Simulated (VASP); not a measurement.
# Ti in VASP: relaxation of the atoms with PBE+D3(BJ)

Aim: the relaxation of the atoms of Ti with PBE+D3(BJ).

All numbers are computed with VASP 6.6.1; they aren't measurements. Logs are shortened: lines on timing, memory, paths and dates and some standing lists are left out, and cuts for length are marked.

### 1 The cell of the first run

The cell holds a slab with vacuum, 6 atoms: a = 4.519 Å, b = 4.519 Å, c = 18.612 Å, α = 90.00°, β = 90.00°, γ = 120.00°.

### 2 Relaxation of the atoms, PBE+D3(BJ)

INCAR reads:

```
SYSTEM = Ti
PREC     = Accurate       ! precision mode
ENCUT    = 520            ! plane-wave cutoff, eV
EDIFF    = 1E-6           ! SCF threshold, eV
ISMEAR   = 0              ! smearing method
SIGMA    = 0.1            ! smearing width, eV
LREAL    = .FALSE.        ! projectors in reciprocal space
LASPH    = .TRUE.         ! aspherical terms in the spheres
NELM     = 100            ! most SCF steps
ALGO     = Normal         ! electronic algorithm
ISIF     = 2              ! what is computed and relaxed
LWAVE    = .FALSE.        ! write WAVECAR
LCHARG   = .FALSE.        ! write CHGCAR
LDIPOL   = .TRUE.       
IDIPOL   = 3            
DIPOL    = 0.5 0.5 0.500
GGA      = PE             ! functional
IVDW     = 12             ! dispersion correction
IBRION   = 2              ! ionic algorithm
NSW      = 70             ! ionic steps
EDIFFG   = -0.03          ! ionic threshold
```

KPOINTS reads:

```
Automatic mesh
0
G
  9 9 1
  0 0 0
```

POSCAR reads:

```
Ti
1.0
    4.5189557244      0.0000000000      0.0000000000
   -2.2594778622      3.9135304559      0.0000000000
    0.0000000000      0.0000000000     18.6121398729
Ti
6
Selective dynamics
Direct
    0.6666666667      0.3333333333      0.3760986135  F F F
    0.3333333333      0.6666666667      0.4256591681  F F F
    0.0000000000      0.0000000000      0.4752197227  F F F
    0.6666666667      0.3333333333      0.5247802773  T T T
    0.3333333333      0.6666666667      0.5743408319  T T T
    0.0000000000      0.0000000000      0.6239013865  T T T
```

Potentials or basis: VASP PAW PBE potentials, release 64 (Ti_sv).

Command:

```console
> cat potpaw_PBE.64/Ti_sv/POTCAR > POTCAR
> mpirun -np 1 vasp_std > vasp.out
```

OUTCAR:

```text
SYSTEM = Ti
   PREC = Accurate
   ENCUT = 520
   EDIFF = 1E-6
   ISMEAR = 0
   LREAL = .FALSE.
   LASPH = .TRUE.
   NELM = 100
   ISIF = 2
   GGA = PE
   IVDW = 12
   IBRION = 2
   NSW = 70
   EDIFFG = -0.03
 IVDW          = 12

 ion  position               nearest neighbor table
   1  0.667  0.333  0.376-   4 2.77   2 2.77   2 2.77   2 2.77
   2  0.333  0.667  0.426-   5 2.77   1 2.77   3 2.77   1 2.77   3 2.77   3 2.77   1 2.77
   3  0.000  0.000  0.475-   6 2.77   2 2.77   4 2.77   2 2.77   4 2.77   2 2.77   4 2.77
   4  0.667  0.333  0.525-   1 2.77   5 2.77   5 2.77   3 2.77   3 2.77   3 2.77   5 2.77
   5  0.333  0.667  0.574-   2 2.77   4 2.77   6 2.77   4 2.77   6 2.77   6 2.77   4 2.77
   6  0.000  0.000  0.624-   3 2.77   5 2.77   5 2.77   5 2.77

  LATTYP: Found a hexagonal cell.
 ALAT       =     4.5189557244
 C/A-ratio  =     4.1186816176

  Lattice vectors:

 A1 = (   4.5189557244,   0.0000000000,   0.0000000000)
 A2 = (  -2.2594778622,   3.9135304559,   0.0000000000)
 A3 = (   0.0000000000,   0.0000000000,  18.6121398729)

Analysis of symmetry for initial positions (statically):
=====================================================================
 Subroutine PRICEL returns:
 Original cell was already a primitive cell.

 Routine SETGRP: Setting up the symmetry group for a
 hexagonal supercell.

 Subroutine GETGRP returns: Found 12 space group operations
 (whereof  6 operations were pure point group operations)
 out of a pool of 24 trial point group operations.

The static configuration has the point symmetry C_3v.
 The point group associated with its full space group is D_3d.

Analysis of symmetry for dynamics (positions and initial velocities):
=====================================================================
 Subroutine PRICEL returns:
 Original cell was already a primitive cell.

 Routine SETGRP: Setting up the symmetry group for a
 hexagonal supercell.

 Subroutine GETGRP returns: Found 12 space group operations
 (whereof  6 operations were pure point group operations)
 out of a pool of 24 trial point group operations.

The dynamic configuration has the point symmetry C_3v.
 The point group associated with its full space group is D_3d.

Analysis of constrained symmetry for selective dynamics:
=====================================================================
 Subroutine PRICEL returns:
 Original cell was already a primitive cell.

 Routine SETGRP: Setting up the symmetry group for a
 hexagonal supercell.

 Subroutine GETGRP returns: Found  6 space group operations
 (whereof  6 operations were pure point group operations)
 out of a pool of 24 trial point group operations.

The constrained configuration has the point symmetry C_3v.

 Subroutine INISYM returns: Found  6 space group operations
 (whereof  6 operations are pure point group operations),
 and found     1 'primitive' translations

----------------------------------------------------------------------------------------

                                     Primitive cell

  volume of cell :     329.1570

  direct lattice vectors                    reciprocal lattice vectors
     4.518955724  0.000000000  0.000000000     0.221290064  0.127761878  0.000000000
    -2.259477862  3.913530456  0.000000000     0.000000000  0.255523756  0.000000000
     0.000000000  0.000000000 18.612139873     0.000000000  0.000000000  0.053728373

  length of vectors
     4.518955724  4.518955724 18.612139873     0.255523756  0.255523756  0.053728373

  position of ions in fractional coordinates (direct lattice)
     0.666666667  0.333333333  0.376098613
     0.333333333  0.666666667  0.425659168
     0.000000000  0.000000000  0.475219723
     0.666666667  0.333333333  0.524780277
     0.333333333  0.666666667  0.574340832
     0.000000000  0.000000000  0.623901387

  ion indices of the primitive-cell ions
   primitive index   ion index
                 1           1
                 2           2
                 3           3
                 4           4
                 5           5
                 6           6

----------------------------------------------------------------------------------------

 KPOINTS: Automatic mesh

Automatic generation of k-mesh.
 Grid dimensions read from file:
 generate k-points for:    9    9    1

 Generating k-lattice:

  Cartesian coordinates                     Fractional coordinates (reciprocal lattice)
     0.024587785  0.014195764  0.000000000     0.111111111  0.000000000  0.000000000
     0.000000000  0.028391528  0.000000000     0.000000000  0.111111111  0.000000000
     0.000000000  0.000000000  0.053728373     0.000000000  0.000000000  1.000000000

  Length of vectors
     0.028391528  0.028391528  0.053728373

  Shift w.r.t. Gamma in fractional coordinates (k-lattice)
     0.000000000  0.000000000  0.000000000

 Subroutine IBZKPT returns following result:
 ===========================================

 Found     12 irreducible k-points:

 Following reciprocal coordinates:
            Coordinates               Weight
  0.000000  0.000000  0.000000      1.000000
  0.111111  0.000000  0.000000      6.000000
  0.222222 -0.000000  0.000000      6.000000
  0.333333 -0.000000  0.000000      6.000000
  0.444444 -0.000000  0.000000      6.000000
  0.111111  0.111111  0.000000      6.000000
  0.222222  0.111111  0.000000     12.000000
  0.333333  0.111111  0.000000     12.000000
  0.444444  0.111111  0.000000      6.000000
  0.222222  0.222222  0.000000      6.000000
  0.333333  0.222222  0.000000     12.000000
  0.333333  0.333333  0.000000      2.000000
   k-points           NKPTS =     12   k-points in BZ     NKDIM =     12   number of bands    NBANDS=     43
   number of dos      NEDOS =    301   number of ions     NIONS =      6
   total plane-waves  NPLWV = 181440
   dimension x,y,z NGX =    36 NGY =   36 NGZ =  140
   dimension x,y,z NGXF=    72 NGYF=   72 NGZF=  280
   ions per type =               6
   NGX,Y,Z   is equivalent  to a cutoff of  13.24, 13.24, 12.50 a.u.
   NGXF,Y,Z  is equivalent  to a cutoff of  26.49, 26.49, 25.01 a.u.
 SYSTEM =  Ti
   PREC   = accura    normal or accurate (medium, high low for compatibility)
   ISTART =      0    job   : 0-new  1-cont  2-samecut
   ICHARG =      2    charge: 1-file 2-atom 10-const
   ISPIN  =      1    spin polarized calculation?
   LNONCOLLINEAR =      F non collinear calculations
   LSORBIT =      F    spin-orbit coupling
   LASPH  =      T    aspherical Exc in radial PAW
   ENCUT  =  520.0 eV  38.22 Ry    6.18 a.u.   8.40  8.40 34.61*2*pi/ulx,y,z
   NELM   =    100;   NELMIN=  2; NELMDL= -5     # of ELM steps
   EDIFF  = 0.1E-05   stopping-criterion for ELM
   LREAL  =      F    real-space projection
   EDIFFG = -.3E-01   stopping-criterion for IOM
   NSW    =     70    number of steps for IOM
   IBRION =      2    ionic relax: 0-MD 1-quasi-New 2-CG
   NFREE  =      1    steps in history (QN), initial steepest desc. (CG)
   ISIF   =      2    stress and relaxation
   ISYM   =      2    0-nonsym 1-usesym 2-fastsym
   POTIM  = 0.5000    time-step for ionic-motion
   TEBEG  =    0.0;   TEEND  =   0.0 temperature during run
   PSTRESS=    0.0 pullay stress
   NELECT =      72.0000    total number of electrons
   NUPDOWN=      -1.0000    fix difference up-down
   EMIN   =  10.00;   EMAX   =-10.00  energy-range for DOS
   EFERMI =   0.00;   METHOD = LEGACY
   ISMEAR =     0;   SIGMA  =   0.10  broadening in eV -4-tet -1-fermi 0-gaus
   EFERMI_NEDOS =   21; number of points for ismear=-14 and -15
   IALGO  =     38    algorithm
   IMIX   =      4    mixing-type and parameters
     AMIX     =   0.40;   BMIX     =  1.00
     AMIX_MAG =   1.60;   BMIX_MAG =  1.00
  volume/ion in A,a.u.               =      54.86       370.21
  Fermi-wavevector in a.u.,A,eV,Ry     =   0.986396  1.864018 13.238156  0.972977
  Thomas-Fermi vector in A             =   2.117774
   LORBIT       =      0    0 simple, 1 ext, 2 COOP (PROOUT), +10 PAW based schemes
   GGA     = PE    functional components
   LHFCALC =     F    Hartree Fock is set to
   AEXX    =    0.0000 exact exchange contribution
   IVDW    =    12    specifies the selected vdW correction
   LEPSILON=     F    determine dielectric tensor
   LRPA    =     F    only Hartree local field effects (RPA)
 conjugate gradient relaxation of ions
 non-spin polarized calculation
 Gauss-broadening in eV      SIGMA  =   0.10
  energy-cutoff  :      520.00
  volume of cell :      329.16
 maximum number of plane-waves:      8931
 NGX is ok and might be reduce to    36
   NGX = 17   NGY = 17   NGZ = 69

--------------------------------------- Ionic step        1  -------------------------------------------

 number of electron      72.0000010 magnetization

 Free energy of the ion-electron system (eV)
  ---------------------------------------------------
  ext. energy  EPLUGINS =         0.00000000
  ---------------------------------------------------
  free energy    TOTEN  =       -41.70877045 eV

  energy without entropy =      -41.62750058  energy(sigma->0) =      -41.66813552

------------------------ aborting loop because EDIFF is reached ----------------------------------------

 Edisp (eV)   -2.19903

 E8    (eV) :    -1.0972
[... 117 lines left out ...]
  FREE ENERGIE OF THE ION-ELECTRON SYSTEM (eV)
  ---------------------------------------------------
  free  energy   TOTEN  =       -44.0776635888 eV

  energy  without entropy=      -44.0111711043  energy(sigma->0) =      -44.04441735

 dipolmoment           0.000000      0.000000      0.001785 electrons x Angstroem

 vacuum level on the upper side and lower side of the slab       (xc-potential included)        -0.085         0.057

[... ionic steps 4 to 8 ...]

--------------------------------------- Ionic step        9  -------------------------------------------

 number of electron      72.0000014 magnetization

------------------------ aborting loop because EDIFF is reached ----------------------------------------
[... 83 lines left out ...]
--------------------------------------- Ionic step       11  -------------------------------------------

 number of electron      72.0000012 magnetization

 dipolmoment           0.000000      0.000000     -0.014696 electrons x Angstroem

 Free energy of the ion-electron system (eV)
  ---------------------------------------------------
  ext. energy  EPLUGINS =         0.00000000
  ---------------------------------------------------
  free energy    TOTEN  =       -41.85562062 eV

  energy without entropy =      -41.78968968  energy(sigma->0) =      -41.82265515

 E-fermi :   0.3338     XC(G=0):  -4.7292

 val. band max:        0.3261016753   @ k =   0.2222  -0.0000   0.0000
 cond. band min:       0.3391535918   @ k =   0.3333   0.3333   0.0000
 fundamental gap:      0.0130519165
 Fermi energy:         0.3337973458

 k-point     1 :       0.0000    0.0000    0.0000
  band No.  band energies     occupation
      1     -56.6665      2.00000
      2     -56.6638      2.00000
      3     -56.0720      2.00000
      4     -55.9369      2.00000
      5     -55.8557      2.00000
      6     -55.7646      2.00000
[... 541 lines left out ...]
     42       1.0151      0.00000
     43       1.6517      0.00000

------------------------ aborting loop because EDIFF is reached ----------------------------------------

 vacuum level on the upper side and lower side of the slab       (xc-potential included)        -0.282        -0.131

 Edisp (eV)   -2.24128

 E8    (eV) :    -1.1203

  FORCE on cell =-STRESS in cart. coord.  units (eV):
  Direction    XX          YY          ZZ          XY          YZ          ZX
  --------------------------------------------------------------------------------------
  -------------------------------------------------------------------------------------
  Total      -3.76972    -3.76972    -0.48494     0.00000     0.00000    -0.00000
  in kB     -18.34918   -18.34918    -2.36047     0.00000     0.00000    -0.00000
  external pressure =      -13.02 kB  Pullay stress =        0.00 kB
[... 21 lines left out ...]
  FREE ENERGIE OF THE ION-ELECTRON SYSTEM (eV)
  ---------------------------------------------------
  free  energy   TOTEN  =       -44.0968992415 eV

  energy  without entropy=      -44.0309682997  energy(sigma->0) =      -44.06393377

 reached required accuracy - stopping structural energy minimisation

 vacuum level on the upper side and lower side of the slab         3.447         3.604
```

Wall time 22 min (1 thread of Intel Xeon 6975P-C (Granite Rapids), shared host); peak memory 0.53 GiB.

Results:

```
Free energy                : -44.0969 eV
Energy gained by relaxing  : 31.5 meV/atom
Ionic steps                : 11
Band gap on the k mesh     : zero (bands 36 and 37 overlap by 0.26 eV)
Dispersion energy per atom : -0.374 eV
```

Step by step:
```
step  energy change (eV)  largest force on free atoms (eV/Å)  pressure (GPa)
   1              0.0000                              1.0664           -2.48
   2             -0.0593                              0.9203           -2.31
   3             -0.1699                              0.2743           -1.79
   4             -0.1785                              0.1987           -1.53
   5             -0.1792                              0.1925           -1.59
   6             -0.1836                              0.1640           -1.49
   7             -0.1864                              0.1286           -1.31
   8             -0.1886                              0.0729           -1.28
   9             -0.1889                              0.0413           -1.27
  10             -0.1889                              0.0438           -1.27
  11             -0.1891                              0.0112           -1.30
```

Final structure:
```xyz
6
Lattice="4.5190 0.0000 0.0000 -2.2595 3.9135 0.0000 0.0000 0.0000 18.6121" Properties=species:S:1:pos:R:3 pbc="T T T"
Ti    2.2595    1.3045    7.0000
Ti    0.0000    2.6090    7.9224
Ti    0.0000    0.0000    8.8449
Ti    2.2595    1.3045    9.7152
Ti    0.0000    2.6090   10.4194
Ti   -2.2595    3.9135   11.4808
```
